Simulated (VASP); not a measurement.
Set up this calculation in VASP 6.6.1, as the native input.

| Item | Value |
| --- | --- |
| Task | single point |
| Functional | PBE |
| Potentials or basis | VASP PAW PBE potentials, release 64 (Sr_sv, Ti_sv, O) |
| Cutoff | 520 eV |
| k mesh | 7 × 3 × 10 |
| Occupations | gaussian, width 0.02 eV |
| Spin | no spin polarisation |
| Dipole correction | no |
| Further INCAR settings | ALGO = Normal; EDIFF = 1e-06; NBANDS = 51 |

The structure of SrTiO3 lies in POSCAR:

```
SrTiO3
1.0
    3.8677061051      0.0000000000      0.0000000000
    0.0000000000     11.6031183152      0.0000166970
    0.0000000000     -2.9007756299      2.7666738478
Sr Ti O
2 2 6
Direct
    0.0000000000      0.0000000000      0.0000000000
    0.0000000000      0.5000000000      0.0000000000
    0.5000000000      0.2500000000      0.0000000000
    0.5000000000      0.7500000000      0.0000000000
    0.5000000000      0.0000000000      0.5000000000
    0.5000000000      0.5000000000      0.5000000000
    0.5000000000      0.2500000000      0.5000000000
    0.5000000000      0.7500000000      0.5000000000
    0.0000000000      0.2500000000      0.0000000000
    0.0000000000      0.7500000000      0.0000000000
```

These files were run (other wordings do the same):

INCAR

```
ALGO = Normal ; EDIFF = 1E-6
ENCUT = 520 ; GGA = PE
ISIF = 2 ; ISMEAR = 0
LASPH = True ; LCHARG = False
LREAL = False ; LWAVE = False
NBANDS = 51 ; NELM = 80
PREC = Accurate ; SIGMA = 0.02
```

KPOINTS

```
k-points
0
Gamma
  7 3 10
```

Potentials or basis: VASP PAW PBE potentials, release 64 (Sr_sv, Ti_sv, O).

Command:

```bash
$ cat potpaw_PBE.64/Sr_sv/POTCAR potpaw_PBE.64/Ti_sv/POTCAR potpaw_PBE.64/O/POTCAR > POTCAR
$ mpirun -np 1 vasp_std > vasp.out
```

It gave:

The pressure is -1.9 GPa and the band gap on the k mesh is 1.73 eV.

Caveat: the stress differs along the axes, from -10 to 3 GPa.

Run time: 16 min on 1 thread of Oxide Virtual Turin-like Processor (shared host), peak memory 0.46 GiB.
